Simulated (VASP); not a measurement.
# AlFeH3 (Pm-3m) in VASP: single point with r2SCAN

Aim: the single point of AlFeH3 with r2SCAN.

Program: VASP 6.6.1. These are calculated values, not measurements. Logs are shortened: lines on timing, memory, paths and dates and some standing lists are left out, and cuts for length are marked.

## Step 1: The cell of the first run

It takes space group Pm-3m (No. 221, cubic). The conventional cell has a = 3.422 Å, b = 3.422 Å, c = 3.422 Å, α = 90.00°, β = 90.00°, γ = 90.00°. Within 2.3 Å of Al (site symmetry m-3m) lie 6 H at 1.71 Å. Fe (site symmetry m-3m) has 12 H at 2.42 Å and 8 Al at 2.96 Å within 3.2 Å. H (site symmetry 4/mmm) has 2 Al at 1.71 Å within 2.3 Å.

## Step 2: Single point, r2SCAN, collinear spin, ferromagnetic start

The input, POSCAR:

```
AlFeH3
1.0
    3.4222378761      0.0000000000      0.0000000000
    0.0000000000      3.4222378761      0.0000000000
    0.0000000000      0.0000000000      3.4222378761
Al Fe H
1 1 3
Direct
    1.0000000000      0.0000000000      0.0000000000
    0.5000000000      0.5000000000      0.5000000000
    0.0000000000      0.0000000000      0.5000000000
    0.5000000000      0.0000000000      0.0000000000
    0.0000000000      0.5000000000      0.0000000000
```

The input, INCAR.step1:

```
SYSTEM = AlFeH3
PREC     = Accurate       ! precision mode
ENCUT    = 520            ! plane-wave cutoff, eV
ISMEAR   = 0              ! smearing method
SIGMA    = 0.1            ! smearing width, eV
LREAL    = .FALSE.        ! projectors in reciprocal space
LASPH    = .TRUE.         ! aspherical terms in the spheres
NELM     = 150            ! most SCF steps
ISPIN    = 2              ! spin polarisation
MAGMOM   = 0 3.22 0 0 0   ! initial moments
LMAXMIX  = 4              ! l up to which the mixer works
NBANDS   = 19             ! bands
GGA      = PE             ! functional
ALGO     = Normal         ! electronic algorithm
EDIFF    = 1E-4           ! SCF threshold, eV
LWAVE    = .TRUE.         ! write WAVECAR
LCHARG   = .FALSE.        ! write CHGCAR
```

The input, INCAR.step2:

```
SYSTEM = AlFeH3
PREC     = Accurate       ! precision mode
ENCUT    = 520            ! plane-wave cutoff, eV
EDIFF    = 1E-7           ! SCF threshold, eV
ISMEAR   = 0              ! smearing method
SIGMA    = 0.1            ! smearing width, eV
LREAL    = .FALSE.        ! projectors in reciprocal space
LASPH    = .TRUE.         ! aspherical terms in the spheres
NELM     = 150            ! most SCF steps
ALGO     = Normal         ! electronic algorithm
ISIF     = 2              ! what is computed and relaxed
LWAVE    = .FALSE.        ! write WAVECAR
LCHARG   = .FALSE.        ! write CHGCAR
ISPIN    = 2              ! spin polarisation
MAGMOM   = 0 3.22 0 0 0   ! initial moments
LORBIT   = 11             ! projections on sites
LMAXMIX  = 4              ! l up to which the mixer works
METAGGA  = R2SCAN         ! meta-GGA
LMIXTAU  = .TRUE.       
NBANDS   = 19             ! bands
ISTART   = 1
```

The input, KPOINTS:

```
regular mesh
0
G
  10 10 10
  0 0 0
```

Potentials or basis: VASP PAW PBE potentials, release 64 (Al, Fe, H).

Run with:

```
cat potpaw_PBE.64/Al/POTCAR potpaw_PBE.64/Fe/POTCAR potpaw_PBE.64/H/POTCAR > POTCAR
cp INCAR.step1 INCAR
mpirun -np 1 vasp_std > vasp.out
cp INCAR.step2 INCAR
mpirun -np 1 vasp_std > vasp.out
```

OUTCAR:

```text
SYSTEM = AlFeH3
   PREC = Accurate
   ENCUT = 520
   EDIFF = 1E-7
   ISMEAR = 0
   LREAL = .FALSE.
   LASPH = .TRUE.
   NELM = 150
   ISIF = 2
   ISPIN = 2
   LORBIT = 11
   METAGGA = R2SCAN
   ISTART = 1

 ion  position               nearest neighbor table
   1  0.000  0.000  0.000-   3 1.71   4 1.71   5 1.71   3 1.71   5 1.71   4 1.71   2 2.96   2 2.96
                             2 2.96   2 2.96   2 2.96   2 2.96   2 2.96   2 2.96
   2  0.500  0.500  0.500-   1 2.96   1 2.96   1 2.96   1 2.96   1 2.96   1 2.96   1 2.96   1 2.96

   3  0.000  0.000  0.500-   1 1.71   1 1.71
   4  0.500  0.000  0.000-   1 1.71   1 1.71
   5  0.000  0.500  0.000-   1 1.71   1 1.71

  LATTYP: Found a simple cubic cell.
 ALAT       =     3.4222378761

  Lattice vectors:

 A1 = (   3.4222378761,   0.0000000000,   0.0000000000)
 A2 = (   0.0000000000,   3.4222378761,   0.0000000000)
 A3 = (   0.0000000000,   0.0000000000,   3.4222378761)

Analysis of symmetry for initial positions (statically):
=====================================================================
 Subroutine PRICEL returns:
 Original cell was already a primitive cell.

 Routine SETGRP: Setting up the symmetry group for a
 simple cubic supercell.

 Subroutine GETGRP returns: Found 48 space group operations
 (whereof 48 operations were pure point group operations)
 out of a pool of 48 trial point group operations.

The static configuration has the point symmetry O_h .

Analysis of symmetry for dynamics (positions and initial velocities):
=====================================================================
 Subroutine PRICEL returns:
 Original cell was already a primitive cell.

 Routine SETGRP: Setting up the symmetry group for a
 simple cubic supercell.

 Subroutine GETGRP returns: Found 48 space group operations
 (whereof 48 operations were pure point group operations)
 out of a pool of 48 trial point group operations.

The dynamic configuration has the point symmetry O_h .

Analysis of structural, dynamic, and magnetic symmetry:
=====================================================================
 Subroutine PRICEL returns:
 Original cell was already a primitive cell.

 Routine SETGRP: Setting up the symmetry group for a
 simple cubic supercell.

 Subroutine GETGRP returns: Found 48 space group operations
 (whereof 48 operations were pure point group operations)
 out of a pool of 48 trial point group operations.

The overall configuration has the point symmetry O_h .

 Subroutine INISYM returns: Found 48 space group operations
 (whereof 48 operations are pure point group operations),
 and found     1 'primitive' translations

----------------------------------------------------------------------------------------

                                     Primitive cell

  volume of cell :      40.0803

  direct lattice vectors                    reciprocal lattice vectors
     3.422237876  0.000000000  0.000000000     0.292206456  0.000000000  0.000000000
     0.000000000  3.422237876  0.000000000     0.000000000  0.292206456  0.000000000
     0.000000000  0.000000000  3.422237876     0.000000000  0.000000000  0.292206456

  length of vectors
     3.422237876  3.422237876  3.422237876     0.292206456  0.292206456  0.292206456

  position of ions in fractional coordinates (direct lattice)
     0.000000000  0.000000000  0.000000000
     0.500000000  0.500000000  0.500000000
     0.000000000  0.000000000  0.500000000
     0.500000000  0.000000000  0.000000000
     0.000000000  0.500000000  0.000000000

  ion indices of the primitive-cell ions
   primitive index   ion index
                 1           1
                 2           2
                 3           3
                 4           4
                 5           5

----------------------------------------------------------------------------------------

 KPOINTS: regular mesh

Automatic generation of k-mesh.
 Grid dimensions read from file:
 generate k-points for:   10   10   10

 Generating k-lattice:

  Cartesian coordinates                     Fractional coordinates (reciprocal lattice)
     0.029220646  0.000000000  0.000000000     0.100000000  0.000000000  0.000000000
     0.000000000  0.029220646  0.000000000     0.000000000  0.100000000  0.000000000
     0.000000000  0.000000000  0.029220646     0.000000000  0.000000000  0.100000000

  Length of vectors
     0.029220646  0.029220646  0.029220646

  Shift w.r.t. Gamma in fractional coordinates (k-lattice)
     0.000000000  0.000000000  0.000000000

 Subroutine IBZKPT returns following result:
 ===========================================

 Found     56 irreducible k-points:

 Following reciprocal coordinates:
            Coordinates               Weight
  0.000000  0.000000  0.000000      1.000000
  0.100000  0.000000  0.000000      6.000000
  0.200000  0.000000  0.000000      6.000000
  0.300000  0.000000  0.000000      6.000000
  0.400000  0.000000  0.000000      6.000000
  0.500000  0.000000  0.000000      3.000000
[... 16 lines left out ...]
  0.200000  0.100000  0.100000     24.000000
  0.300000  0.100000  0.100000     24.000000
 [... further k-points ...]
   k-points           NKPTS =     56   k-points in BZ     NKDIM =     56   number of bands    NBANDS=     19
   number of dos      NEDOS =    301   number of ions     NIONS =      5
   total plane-waves  NPLWV =  21952
   dimension x,y,z NGX =    28 NGY =   28 NGZ =   28
   dimension x,y,z NGXF=    56 NGYF=   56 NGZF=   56
   ions per type =               1   1   3
   NGX,Y,Z   is equivalent  to a cutoff of  13.60, 13.60, 13.60 a.u.
   NGXF,Y,Z  is equivalent  to a cutoff of  27.20, 27.20, 27.20 a.u.
 SYSTEM =  AlFeH3
   PREC   = accura    normal or accurate (medium, high low for compatibility)
   ISTART =      1    job   : 0-new  1-cont  2-samecut
   ICHARG =      0    charge: 1-file 2-atom 10-const
   ISPIN  =      2    spin polarized calculation?
   LNONCOLLINEAR =      F non collinear calculations
   LSORBIT =      F    spin-orbit coupling
   LASPH  =      T    aspherical Exc in radial PAW
   ENCUT  =  520.0 eV  38.22 Ry    6.18 a.u.   6.36  6.36  6.36*2*pi/ulx,y,z
   NELM   =    150;   NELMIN=  2; NELMDL=  0     # of ELM steps
   EDIFF  = 0.1E-06   stopping-criterion for ELM
   LREAL  =      F    real-space projection
   EDIFFG = 0.1E-05   stopping-criterion for IOM
   NSW    =      0    number of steps for IOM
   IBRION =     -1    ionic relax: 0-MD 1-quasi-New 2-CG
   NFREE  =      0    steps in history (QN), initial steepest desc. (CG)
   ISIF   =      2    stress and relaxation
   ISYM   =      2    0-nonsym 1-usesym 2-fastsym
   POTIM  = 0.5000    time-step for ionic-motion
   TEBEG  =    0.0;   TEEND  =   0.0 temperature during run
   PSTRESS=    0.0 pullay stress
   NELECT =      14.0000    total number of electrons
   NUPDOWN=      -1.0000    fix difference up-down
   EMIN   =  10.00;   EMAX   =-10.00  energy-range for DOS
   EFERMI =   0.00;   METHOD = LEGACY
   ISMEAR =     0;   SIGMA  =   0.10  broadening in eV -4-tet -1-fermi 0-gaus
   EFERMI_NEDOS =   21; number of points for ismear=-14 and -15
   IALGO  =     38    algorithm
   IMIX   =      4    mixing-type and parameters
     AMIX     =   0.40;   BMIX     =  1.00
     AMIX_MAG =   1.60;   BMIX_MAG =  1.00
  volume/ion in A,a.u.               =       8.02        54.09
  Fermi-wavevector in a.u.,A,eV,Ry     =   1.152942  2.178744 18.085876  1.329274
  Thomas-Fermi vector in A             =   2.289589
   LORBIT       =     11    0 simple, 1 ext, 2 COOP (PROOUT), +10 PAW based schemes
   METAGGA = R2SCAN    functional components
   LHFCALC =     F    Hartree Fock is set to
   AEXX    =    0.0000 exact exchange contribution
   IVDW    =     0    specifies the selected vdW correction
   LEPSILON=     F    determine dielectric tensor
   LRPA    =     F    only Hartree local field effects (RPA)
 spin polarized calculation
 Gauss-broadening in eV      SIGMA  =   0.10
  energy-cutoff  :      520.00
  volume of cell :       40.08
 maximum number of plane-waves:      1108
 NGX is ok and might be reduce to    28
   NGX = 13   NGY = 13   NGZ = 13

 number of electron      14.0000000 magnetization       2.6480519

 Free energy of the ion-electron system (eV)
  ---------------------------------------------------
  ext. energy  EPLUGINS =         0.00000000
  ---------------------------------------------------
  free energy    TOTEN  =       -27.98185277 eV

  energy without entropy =      -27.97055275  energy(sigma->0) =      -27.97620276

 E-fermi :   6.0832     XC(G=0): -11.3830

 val. band max:        6.0832189073   @ k =   0.1000   0.1000   0.0000
 cond. band min:       6.1033683809   @ k =   0.3000   0.2000   0.2000
 fundamental gap:      0.0201494736
 Fermi energy:         6.0832484300

 spin component 1

 k-point     1 :       0.0000    0.0000    0.0000
  band No.  band energies     occupation
      1      -7.1187      1.00000
      2       0.5376      1.00000
      3       0.5376      1.00000
      4       3.0829      1.00000
      5       3.0829      1.00000
      6       3.0829      1.00000
[... 505 lines left out ...]
      6       3.0018      1.00000
[... 11 lines left out ...]
     18      22.3017      0.00000
     19      22.6322      0.00000

 [... further k-points ...]

 spin component 2

 k-point     1 :       0.0000    0.0000    0.0000
  band No.  band energies     occupation
      1      -7.4985      1.00000
      2       1.3673      1.00000
      3       1.3674      1.00000
      4       6.4533      0.00000
      5       6.4533      0.00000
      6       6.4533      0.00000
[... 505 lines left out ...]
      6       6.3022      0.00098
[... 11 lines left out ...]
     18      22.3043      0.00000
     19      23.0036      0.00000

 [... further k-points ...]
[... 5 lines left out ...]
  --------------------------------------------------------------------------------------
  -------------------------------------------------------------------------------------
  Total       -0.0780093     -0.0780093     -0.0780093      0.0000000      0.0000000      0.0000000
  in kB       -3.1183628     -3.1183628     -3.1183628      0.0000000      0.0000000      0.0000000
  external PRESSURE =      -3.1183628 kB  Pullay stress =       0.0000000 kB

 VOLUME and BASIS-vectors are now :
 -----------------------------------------------------------------------------
  energy-cutoff  :      520.00
  volume of cell :       40.08
      direct lattice vectors                 reciprocal lattice vectors
     3.422237876  0.000000000  0.000000000     0.292206456  0.000000000  0.000000000
     0.000000000  3.422237876  0.000000000     0.000000000  0.292206456  0.000000000
     0.000000000  0.000000000  3.422237876     0.000000000  0.000000000  0.292206456

 POSITION                                       TOTAL-FORCE (eV/Angst)
 -----------------------------------------------------------------------------------
      0.00000      0.00000      0.00000         0.000000      0.000000      0.000000
      1.71112      1.71112      1.71112         0.000000      0.000000      0.000000
      0.00000      0.00000      1.71112         0.000000      0.000000      0.000000
      1.71112      0.00000      0.00000         0.000000      0.000000      0.000000
      0.00000      1.71112      0.00000         0.000000      0.000000      0.000000
 -----------------------------------------------------------------------------------
    total drift:                                0.000000      0.000000      0.000000

  FREE ENERGIE OF THE ION-ELECTRON SYSTEM (eV)
  ---------------------------------------------------
  free  energy   TOTEN  =       -27.9818527675 eV

  energy  without entropy=      -27.9705527502  energy(sigma->0) =      -27.97620276

 total charge

# of ion       s       p       d       tot
------------------------------------------
    1        0.387   0.403   0.000   0.789
    2        0.271   0.199   6.264   6.735
    3        0.559   0.019   0.000   0.578
    4        0.559   0.019   0.000   0.578
    5        0.559   0.019   0.000   0.578
--------------------------------------------------
tot          2.334   0.659   6.264   9.258

 magnetization (x)

# of ion       s       p       d       tot
------------------------------------------
    1       -0.004  -0.031   0.000  -0.035
    2       -0.006  -0.044   2.992   2.942
    3        0.035  -0.005   0.000   0.029
    4        0.035  -0.005   0.000   0.029
    5        0.035  -0.005   0.000   0.029
--------------------------------------------------
tot          0.094  -0.092   2.992   2.994
```

Wall time 13 min (1 thread of Oxide Virtual Turin-like, shared host); peak memory 0.2 GiB.

Results:

```yaml
Free_energy: -27.9819 eV
Pressure: -0.3 GPa
Net_moment: 2.65 μB per cell
Site_moments: Al -0.04; Fe +2.94; H +0.03 μB
Valence_electrons_inside_the_program's_atomic_spheres: Al 0.79; Fe 6.74; H 0.58
```

Levels at points of the mesh, in eV from the Fermi level:
Spin up:
```
           k point  band 6  band 7  band 8  band 9  band 10  band 11
(0.00, 0.00, 0.00)   -3.00   -2.02   -2.02    1.52     1.52     1.52
(0.50, 0.00, 0.00)   -3.46   -2.96   -2.92    3.34     4.63     4.63
(0.50, 0.50, 0.00)   -3.30   -3.02   -2.07   -0.88     4.11     5.44
(0.50, 0.50, 0.50)   -2.13   -1.88   -1.88   -1.88     0.38     0.38
```
Spin down:
```tsv
k point	band 4	band 5	band 6	band 7	band 8	band 9
(0.00, 0.00, 0.00)	0.37	0.37	0.37	1.11	1.11	1.11
(0.50, 0.00, 0.00)	-0.80	-0.80	-0.34	0.47	1.47	4.03
(0.50, 0.50, 0.00)	-2.68	-0.27	-0.27	1.34	1.48	1.85
(0.50, 0.50, 0.50)	-2.44	-0.16	-0.16	-0.16	1.45	1.45
```

Caveat: the PAW data sets were made with another functional, which shifts forces and pressure a little.
